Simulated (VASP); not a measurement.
Write the native input for VASP 6.6.1 that does the following.

```yaml
Task: single point
Functional: PBE
Potentials_or_basis: VASP PAW PBE potentials, release 64 (Ba_sv, S)
Cutoff: 520 eV
k_mesh: 10 × 10 × 10
Occupations: gaussian, width 0.05 eV
Spin: no spin polarisation
Dipole_correction: no
Further_INCAR_settings: ALGO = Normal; EDIFF = 1e-07; NBANDS = 15
```

The structure of BaS lies in POSCAR:

```
BaS
1.0
    0.0000000000      3.2043613708      3.2043613708
    3.2043613708      0.0000000000      3.2043613708
    3.2043613708      3.2043613708      0.0000000000
Ba S
1 1
Direct
    0.5000000000      0.5000000000      0.5000000000
    0.0000000000      0.0000000000      0.0000000000
```

These files were run (other wordings do the same):

INCAR

```
SYSTEM = BaS
ALGO = Normal ; EDIFF = 1E-7
ENCUT = 520 ; GGA = PE
ISIF = 2 ; ISMEAR = 0
LASPH = .TRUE. ; LCHARG = .TRUE.
LELF = .TRUE. ; LREAL = .FALSE.
LVHAR = .TRUE. ; LWAVE = .FALSE.
NBANDS = 15 ; NELM = 60
PREC = Accurate ; SIGMA = 0.05
```

KPOINTS

```
k-points
0
G
  10 10 10
  0 0 0
```

Potentials or basis: VASP PAW PBE potentials, release 64 (Ba_sv, S).

Run with:

```sh
$ cat potpaw_PBE.64/Ba_sv/POTCAR potpaw_PBE.64/S/POTCAR > POTCAR
$ mpirun -np 1 vasp_std > vasp.out
```

Results of the run:

```yaml
Pressure: 1.0 GPa
Band_gap_on_the_k_mesh: 2.12 eV, indirect (least direct gap 2.27 eV)
```

Caveat: spin-orbit coupling is left out, which moves the levels of the heavy elements.

Wall time 56 s on 1 thread of AMD EPYC 7R43 64-Core Processor (Zen 3) (shared host), peak memory 0.19 GiB.
